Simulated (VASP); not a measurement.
SiO2:

```xyz
9
Lattice="5.0605 0.0000 0.0000 -2.5303 4.3825 0.0000 0.0000 0.0000 5.5414" Properties=species:S:1:pos:R:3 pbc="T T T"
Si   -1.2651    2.1913    1.8471
Si    1.2651    2.1913    3.6942
Si    2.5303    0.0000    0.0000
O     0.9468    3.4683    4.6178
O     2.5303    2.5541    2.7707
O     3.4770    0.9142    0.9236
O     1.5835    0.9142    4.6178
O     0.0000    1.8284    2.7707
O    -0.9468    3.4683    0.9236
```

* Program: VASP 6.6.1
* Task: relaxation of cell and atoms
* Functional: PBE
* Potentials or basis: VASP PAW PBE potentials, release 64 (Si, O)
* Cutoff: 600 eV
* k mesh: 6 × 6 × 4
* Occupations: gaussian, width 0.02 eV
* Spin: no spin polarisation

At the start: pressure 4.8 GPa; volume 13.66 Å³/atom.

Q: How do energy, volume and symmetry change on relaxing?

A: Over 6 steps the energy falls by 5.4 meV/atom and the volume is 14.00 Å³/atom (+2.5 %); space group P6_422 (No. 181, to 0.1 Å) before and after.

Step by step:
```
step  energy change (eV)  largest force (eV/Å)  pressure (GPa)  volume (Å³)
   1              0.0000                0.2324            4.83       122.90
   2              0.0394                0.3056           -5.83       130.36
   3             -0.0489                0.0076           -0.03       126.01
   4             -0.0488                0.0031            0.06       125.95
   5             -0.0489                0.0013            0.06       125.96
   6             -0.0489                0.0028            0.05       125.99
```

Final structure:
```
CELL_PARAMETERS angstrom
5.10302 0.00000 0.00000
-2.55151 4.41934 0.00000
0.00000 0.00000 5.58675
ATOMIC_POSITIONS crystal
Si 0.00000 0.50000 0.33333
Si 0.50000 0.50000 0.66667
Si 0.50000 0.00000 0.00000
O 0.58369 0.79184 0.83333
O 0.79184 0.58369 0.50000
O 0.79184 0.20816 0.16667
O 0.41631 0.20816 0.83333
O 0.20816 0.41631 0.50000
O 0.20816 0.79184 0.16667
```
